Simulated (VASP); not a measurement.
Wanted: the native input for a VASP 6.6.1 run.

```
Task                   : single point
Functional             : PBE
Potentials or basis    : VASP PAW PBE potentials, release 64 (Eu, K_sv)
Cutoff                 : 520 eV
k mesh                 : 5 × 5 × 5
Occupations            : fermi-dirac, width 0.05 eV
Spin                   : collinear spin, ferromagnetic start
Starting moments       : [7.0, 7.0, 7.0, 0.0] μB
Dipole correction      : no
Further INCAR settings : ALGO = Normal; EDIFF = 1e-06; NBANDS = 42
```

The structure of KEu3 lies in POSCAR:

```
KEu3
1.0
    0.0000000000      4.7266530534      4.7266530534
    4.7266530534      0.0000000000      4.7266530534
    4.7266530534      4.7266530534      0.0000000000
Eu K
3 1
Direct
    0.5000000000      0.5000000000      0.5000000000
    0.7500000000      0.7500000000      0.7500000000
    0.2500000000      0.2500000000      0.2500000000
    0.0000000000      0.0000000000      0.0000000000
```

These files were run (other wordings do the same):

INCAR

```
PREC = Accurate ; ENCUT = 520
EDIFF = 1E-6 ; ISMEAR = -1
SIGMA = 0.05 ; LREAL = False
LASPH = True ; NELM = 150
ALGO = Normal ; ISIF = 2
LWAVE = False ; LCHARG = False
ISPIN = 2 ; MAGMOM = 7 7 7 0
LORBIT = 11 ; LMAXMIX = 6
GGA = PE ; NBANDS = 42
```

KPOINTS

```
Automatic mesh
0
Gamma
  5 5 5
```

Potentials or basis: VASP PAW PBE potentials, release 64 (Eu, K_sv).

Run with:

```sh
$ cat potpaw_PBE.64/Eu/POTCAR potpaw_PBE.64/K_sv/POTCAR > POTCAR
$ mpirun -np 1 vasp_std > vasp.out
```

It gave:

```json
{
 "Pressure": "-0.8 GPa",
 "Net moment": "22.36 μB per cell",
 "Site moments": "Eu +6.74; K +0.01 μB",
 "Valence electrons inside the program's atomic spheres": "Eu 14.74, 14.73 (each value once); K 7.56"
}
```

Caveat: the highest band is partly filled, so the run has too few bands.

It took 19 min on 1 thread of Intel(R) Xeon(R) Platinum 8488C (Sapphire Rapids) (shared host), peak memory 0.53 GiB.
